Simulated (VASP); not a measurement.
# SrCa in VASP: notebook, part 2 of 2

VASP 6.6.1. Earlier steps stand in the parts before.

### 3 Single point, PBEsol

This run uses another cell than the first one: it holds 4 atoms, not 2.

Contents of INCAR:

```
  ALGO = Normal
  DIPOL = 0.5 0.5 0.500
  EDIFF = 1E-6
  ENCUT = 520
  GGA = PS
  IDIPOL = 3
  ISIF = 2
  ISMEAR = -1
  LASPH = T
  LCHARG = F
  LDIPOL = T
  LREAL = F
  LWAVE = F
  NBANDS = 28
  NELM = 100
  PREC = Accurate
  SIGMA = 0.05
```

Contents of KPOINTS:

```
k-points
0
Gamma
  5 5 1
```

Contents of POSCAR:

```
SrCa
1.0
    4.1283380000      0.0000000000      0.0000000000
   -2.0641690000      3.5752455834      0.0000000000
    0.0000000000      0.0000000000     26.1831175000
Sr Ca
2 2
Direct
    0.6666670000      0.3333330000      0.4351801309
    0.6666670000      0.3333330000      0.6944596074
    0.0000000000      0.0000000000      0.3055403926
    0.0000000000      0.0000000000      0.5648198691
```

Potentials or basis: VASP PAW PBE potentials, release 64 (Sr_sv, Ca_sv).

On the command line:

```bash
$ cat potpaw_PBE.64/Sr_sv/POTCAR potpaw_PBE.64/Ca_sv/POTCAR > POTCAR
$ mpirun -np 1 vasp_std > vasp.out
```

OUTCAR:

```text
EDIFF = 1E-6
   ENCUT = 520
   GGA = PS
   ISIF = 2
   ISMEAR = -1
   LASPH = T
   LREAL = F
   NELM = 100
   PREC = Accurate

 ion  position               nearest neighbor table
   1  0.667  0.333  0.435-   4 4.15   3 4.15   4 4.15   4 4.15   3 4.15   3 4.15
   2  0.667  0.333  0.694-   4 4.15   4 4.15   4 4.15
   3  0.000  0.000  0.306-   1 4.15   1 4.15   1 4.15
   4  0.000  0.000  0.565-   1 4.15   2 4.15   1 4.15   1 4.15   2 4.15   2 4.15

  LATTYP: Found a hexagonal cell.
 ALAT       =     4.1283380000
 C/A-ratio  =     6.3422901662

  Lattice vectors:

 A1 = (   4.1283380000,   0.0000000000,   0.0000000000)
 A2 = (  -2.0641690000,   3.5752455834,   0.0000000000)
 A3 = (   0.0000000000,   0.0000000000,  26.1831175000)

Analysis of symmetry for initial positions (statically):
=====================================================================
 Subroutine PRICEL returns:
 Original cell was already a primitive cell.

 Routine SETGRP: Setting up the symmetry group for a
 hexagonal supercell.

 Subroutine GETGRP returns: Found  6 space group operations
 (whereof  6 operations were pure point group operations)
 out of a pool of 24 trial point group operations.
[... 156 lines left out ...]
 Fermi energy:        -0.4836790449

 k-point     1 :       0.0000    0.0000    0.0000
  band No.  band energies     occupation
      1     -42.9803      2.00000
      2     -42.6449      2.00000
      3     -37.1137      2.00000
      4     -36.7941      2.00000
      5     -24.0851      2.00000
      6     -23.9604      2.00000
[... 144 lines left out ...]
     27       0.7535      0.00000
     28       1.0439      0.00000

------------------------ aborting loop because EDIFF is reached ----------------------------------------

 vacuum level on the upper side and lower side of the slab       (xc-potential included)        -0.172        -0.145

  FORCE on cell =-STRESS in cart. coord.  units (eV):
  Direction    XX          YY          ZZ          XY          YZ          ZX
  --------------------------------------------------------------------------------------
  -------------------------------------------------------------------------------------
  Total       -0.9518978     -0.9518978     -2.0206848      0.0000000     -0.0000000     -0.0000000
  in kB       -3.9463757     -3.9463757     -8.3773502      0.0000000     -0.0000000     -0.0000000
  external PRESSURE =      -5.4233672 kB  Pullay stress =       0.0000000 kB

 VOLUME and BASIS-vectors are now :
 -----------------------------------------------------------------------------
  energy-cutoff  :      520.00
  volume of cell :      386.46
      direct lattice vectors                 reciprocal lattice vectors
     4.128338000  0.000000000  0.000000000     0.242228228  0.139850533  0.000000000
    -2.064169000  3.575245583  0.000000000     0.000000000  0.279701066  0.000000000
     0.000000000  0.000000000 26.183117500     0.000000000  0.000000000  0.038192549

 POSITION                                       TOTAL-FORCE (eV/Angst)
 -----------------------------------------------------------------------------------
      2.06417      1.19175     11.39437        -0.000000      0.000000     -0.121039
      2.06417      1.19175     18.18312        -0.000000      0.000000     -0.220083
      0.00000      0.00000      8.00000         0.000000      0.000000      0.244925
      0.00000      0.00000     14.78874         0.000000      0.000000      0.096198
 -----------------------------------------------------------------------------------
    total drift:                               -0.003260      0.001882     -0.000116

  FREE ENERGIE OF THE ION-ELECTRON SYSTEM (eV)
  ---------------------------------------------------
  free  energy   TOTEN  =        -7.0225926560 eV

  energy  without entropy=       -6.9961108697  energy(sigma->0) =       -7.00935176

 vacuum level on the upper side and lower side of the slab         2.155         2.236
```

OSZICAR:

```text
N       E                     dE             d eps       ncg     rms          rms(c)
DAV:   1     0.274315138285E+03    0.27432E+03   -0.18936E+04   360   0.112E+03
DAV:   2     0.169776390020E+02   -0.25734E+03   -0.25520E+03   332   0.307E+02
DAV:   3    -0.499845097538E+01   -0.21976E+02   -0.21842E+02   452   0.572E+01
[... 18 lines left out ...]
DAV:  22    -0.702256999706E+01   -0.14329E-04   -0.21551E-06   260   0.347E-03    0.383E-03
DAV:  23    -0.702258418448E+01   -0.14187E-04   -0.79050E-07   220   0.202E-03    0.347E-03
DAV:  24    -0.702259044083E+01   -0.62564E-05   -0.54940E-07   216   0.156E-03    0.169E-03
DAV:  25    -0.702259222138E+01   -0.17806E-05   -0.18373E-07   204   0.104E-03    0.846E-04
DAV:  26    -0.702259265599E+01   -0.43460E-06   -0.55009E-08   208   0.478E-04
   1 F= -.70225927E+01 E0= -.70093518E+01  d E =-.264818E-01
```

stdout:

```text
POSCAR found type information on POSCAR SrCa
 POSCAR found :  2 types and       4 ions
 scaLAPACK will be used
 -----------------------------------------------------------------------------
|                                                                             |
|                                                                             |
|     You enforced a specific xc type in the INCAR file but a different       |
|     I HOPE YOU KNOW WHAT YOU ARE DOING!                                     |
|                                                                             |
 -----------------------------------------------------------------------------

 LDA part: xc-table for (Slater+PW92), standard interpolation
 POSCAR, INCAR and KPOINTS ok, starting setup
 FFT: planning ... GRIDC
 FFT: planning ... GRID_SOFT
 FFT: planning ... GRID
 WAVECAR not read
 entering main loop
```

Run time: 2.9 min. Hardware: 1 thread of AMD EPYC 7R43 (Zen 3), shared host; peak memory 0.43 GiB.

What came out:

| Property | Result |
| --- | --- |
| Free energy | -7.0226 eV |
| Largest force | 0.245 eV/Å |

Forces in eV/Å, atoms in the order of the input:
```
Sr   0.000  0.000 -0.121
Sr   0.000  0.000 -0.220
Ca   0.000  0.000  0.245
Ca   0.000  0.000  0.096
```

Levels at points of the mesh, in eV from the Fermi level:
| k point | band 17 | band 18 | band 19 | band 20 | band 21 | band 22 | band 23 | band 24 |
| --- | --- | --- | --- | --- | --- | --- | --- | --- |
| (0.00, 0.00, 0.00) | -3.58 | -3.10 | -2.40 | -1.54 | 0.03 | 0.42 | 0.88 | 1.43 |

Caveat: the PAW data sets were made with another functional, which shifts forces and pressure a little.

### 4 Single point, PBEsol

This run uses another cell than the first one: it holds 6 atoms, not 2.

Contents of INCAR:

```
PREC = Accurate ; ENCUT = 520
EDIFF = 1E-6 ; ISMEAR = -1
SIGMA = 0.05 ; LREAL = F
LASPH = T ; NELM = 80
ALGO = Normal ; ISIF = 2
LWAVE = F ; LCHARG = F
LDIPOL = T ; IDIPOL = 3
DIPOL = 0.5 0.5 0.500 ; GGA = PS
NBANDS = 39
```

Contents of KPOINTS:

```
regular mesh
0
Gamma
  5 5 1
```

Contents of POSCAR:

```
SrCa
1.0
    4.1283380000      0.0000000000      0.0000000000
   -2.0641690000      3.5752455834      0.0000000000
    0.0000000000      0.0000000000     32.9718625000
Sr Ca
3 3
Direct
    0.6666670000      0.3333330000      0.3455786733
    0.6666670000      0.3333330000      0.5514737756
    0.6666670000      0.3333330000      0.7573688778
    0.0000000000      0.0000000000      0.2426311222
    0.0000000000      0.0000000000      0.4485262244
    0.0000000000      0.0000000000      0.6544213267
```

On the command line:

```bash
$ cat potpaw_PBE.64/Sr_sv/POTCAR potpaw_PBE.64/Ca_sv/POTCAR > POTCAR
$ mpirun -np 1 vasp_std > vasp.out
```

Run time: 10 min. Hardware: 1 thread of AMD EPYC 7R43 (Zen 3), shared host; peak memory 0.53 GiB.

It converged, with:

- Free energy: -10.9387 eV
- Largest force: 0.232 eV/Å

Forces on the atoms (eV/Å):
```
Sr   0.000  0.000 -0.117
Sr   0.000  0.000 -0.021
Sr   0.000  0.000 -0.206
Ca   0.000  0.000  0.232
Ca   0.000  0.000  0.026
Ca   0.000  0.000  0.086
```

Levels at points of the mesh, in eV from the Fermi level:
```tsv
k point	band 26	band 27	band 28	band 29	band 30	band 31	band 32	band 33	band 34	band 35
(0.00, 0.00, 0.00)	-3.44	-3.05	-2.55	-1.95	-1.38	-0.02	0.24	0.59	0.96	1.36
```

Caveat: the PAW data sets were made with another functional, which shifts forces and pressure a little.

### 5 Single point, PBEsol

This run uses another cell than the first one: it holds 8 atoms, not 2.

Contents of INCAR:

```
PREC = Accurate
ENCUT = 520
EDIFF = 1E-6
ISMEAR = -1
SIGMA = 0.05
LREAL = F
LASPH = T
NELM = 60
ALGO = Normal
ISIF = 2
LWAVE = F
LCHARG = F
LDIPOL = T
IDIPOL = 3
DIPOL = 0.5 0.5 0.500
GGA = PS
NBANDS = 50
```

Contents of KPOINTS:

```
Automatic mesh
0
Gamma
  5 5 1
```

Contents of POSCAR:

```
SrCa
1.0
    4.1283380000      0.0000000000      0.0000000000
   -2.0641690000      3.5752455834      0.0000000000
    0.0000000000      0.0000000000     39.7606075000
Sr Ca
4 4
Direct
    0.6666670000      0.3333330000      0.2865744066
    0.6666670000      0.3333330000      0.4573148813
    0.6666670000      0.3333330000      0.6280553560
    0.6666670000      0.3333330000      0.7987958308
    0.0000000000      0.0000000000      0.2012041692
    0.0000000000      0.0000000000      0.3719446440
    0.0000000000      0.0000000000      0.5426851187
    0.0000000000      0.0000000000      0.7134255934
```

On the command line:

```bash
$ cat potpaw_PBE.64/Sr_sv/POTCAR potpaw_PBE.64/Ca_sv/POTCAR > POTCAR
$ mpirun -np 1 vasp_std > vasp.out
```

It took 21 min on 1 thread of AMD EPYC 7R43 (Zen 3), shared host; peak memory 0.61 GiB.

Results (log left out):

```
Free energy            : -14.8640 eV
Largest force          : 0.231 eV/Å
Band gap on the k mesh : zero (bands 40 and 41 overlap by 0.05 eV)
```

Forces on the atoms (eV/Å):
```
Sr   0.000  0.000 -0.119
Sr   0.000  0.000 -0.014
Sr   0.000  0.000 -0.010
Sr   0.000  0.000 -0.203
Ca   0.000  0.000  0.231
Ca   0.000  0.000  0.017
Ca   0.000  0.000  0.012
Ca   0.000  0.000  0.086
```

Levels at points of the mesh, in eV from the Fermi level:
| k point | band 36 | band 37 | band 38 | band 39 | band 40 | band 41 | band 42 | band 43 | band 44 | band 45 |
| --- | --- | --- | --- | --- | --- | --- | --- | --- | --- | --- |
| (0.00, 0.00, 0.00) | -3.02 | -2.63 | -2.17 | -1.70 | -1.30 | -0.05 | 0.14 | 0.42 | 0.71 | 1.01 |

Caveat: the PAW data sets were made with another functional, which shifts forces and pressure a little.

### 6 Overview

| cell | largest force (eV/Å) |
| --- | --- |
| a = 4.128, b = 4.128, c = 19.394 Å, angles 90.0, 90.0, 120.0°, 2 atoms, atomic positions A | 0.32 |
| a = 4.128, b = 4.128, c = 26.183 Å, angles 90.0, 90.0, 120.0°, 4 atoms, atomic positions B | 0.24 |
| a = 4.128, b = 4.128, c = 32.972 Å, angles 90.0, 90.0, 120.0°, 6 atoms, atomic positions C | 0.23 |
| a = 4.128, b = 4.128, c = 39.761 Å, angles 90.0, 90.0, 120.0°, 8 atoms, atomic positions D | 0.23 |

Alike in all rows: task single point; level PBEsol; potentials or basis VASP PAW PBE potentials, release 64 (Sr_sv, Ca_sv); no spin polarisation; k mesh 5 × 5 × 1; cutoff (eV) 520; smearing fermi-dirac 0.05 eV.

Caveats: the PAW data sets were made with another functional, which shifts forces and pressure a little.

Absolute energies hang on the potentials; compare differences alone.
